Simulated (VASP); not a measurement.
A run of VASP 6.6.1:

File INCAR:

```
ALGO = Normal
EDIFF = 1E-6
ENCUT = 520
GGA = PS
ISIF = 2
ISMEAR = -1
LASPH = True
LCHARG = True
LELF = True
LREAL = False
LVHAR = True
LWAVE = False
NBANDS = 29
NELM = 60
PREC = Accurate
SIGMA = 0.05
```

The input KPOINTS:

```
k-points
0
Gamma
  6 6 6
```

POSCAR

```
Cu2H4Pb
1.0
   -3.7033591300      3.2817003981      2.6551980890
    3.2553672382     -2.8566680272      1.6821207457
    3.1290622372      2.2839694711     -2.1767722889
Cu H Pb
2 4 1
Direct
    0.6717500788      0.1927261842      0.2786787632
    0.3276835753      0.7991454508      0.6066688820
    0.0711748585      0.3087477267      0.5316443329
    0.9282491963      0.6831248319      0.4601480901
    0.3585284055      0.7451167466      0.2569209352
    0.6409235249      0.2467704409     -0.1019059486
   -0.0003076294     -0.0041234371     -0.0579129782
```

Potentials or basis: VASP PAW PBE potentials, release 64 (Cu, H, Pb_d).

The run is started by

```bash
$ cat potpaw_PBE.64/Cu/POTCAR potpaw_PBE.64/H/POTCAR potpaw_PBE.64/Pb_d/POTCAR > POTCAR
$ mpirun -np 1 vasp_std > vasp.out
```

Hardware: 1 thread of Intel(R) Xeon(R) Platinum 8488C (Sapphire Rapids), on a shared host.

Problem. How long does it take, and how much memory?

Solution. Wall time 3.4 min on 1 thread of Intel(R) Xeon(R) Platinum 8488C (Sapphire Rapids), with other jobs on the host, peak memory 0.38 GiB. Counts: scf iterations 16, k points 112.
